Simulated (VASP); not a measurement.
# CdSe: single point with PBE

The system is CdSe.

```xyz
4
Lattice="4.3000 0.0000 0.0000 -2.1500 3.7239 0.0000 0.0000 0.0000 7.0200" Properties=species:S:1:pos:R:3 pbc="T T T"
Cd    0.0000    2.4826    0.0000
Cd    2.1500    1.2413    3.5100
Se    0.0000    2.4826    2.7027
Se    2.1500    1.2413    6.2127
```

```
Program                : VASP 6.6.1
Task                   : single point
Functional             : PBE
Potentials or basis    : VASP PAW PBE potentials, release 64 (Cd, Se)
Cutoff                 : 520 eV
k mesh                 : 6 × 6 × 4
Occupations            : gaussian, width 0.01 eV
Spin                   : non-collinear spin, zero start, spin-orbit coupling
Starting moments       : [[0.0, 0.0, 0.0], [0.0, 0.0, 0.0], [0.0, 0.0, 0.0], [0.0, 0.0, 0.0]] μB
Dipole correction      : no
Further INCAR settings : ALGO = Normal; EDIFF = 1e-06; NBANDS = 50
```

The pressure is 3.3 GPa. The largest force is 0.292 eV/Å and the net moment is 0.00 μB per cell. The valence electrons inside the program's atomic spheres are Cd 10.32; Se 3.87.

Forces in eV/Å, atoms in the order of the input:
```
Cd   0.000  0.000  0.292
Cd   0.000  0.000  0.292
Se   0.000  0.000 -0.292
Se   0.000  0.000 -0.292
```

Stress tensor (GPa, compression positive):
```
4.04 0.00 0.00
0.00 4.04 0.00
0.00 0.00 1.92
```

Moments on the atoms (μB; x, y, z):
```
Cd  0.00 0.00 0.00
Cd  0.00 0.00 0.00
Se  0.00 0.00 0.00
Se  0.00 0.00 0.00
```

It took 9 min on 1 thread of Intel Xeon 8259CL, on a shared host, peak memory 0.57 GiB.

Caveat: the cell stands under pressure.
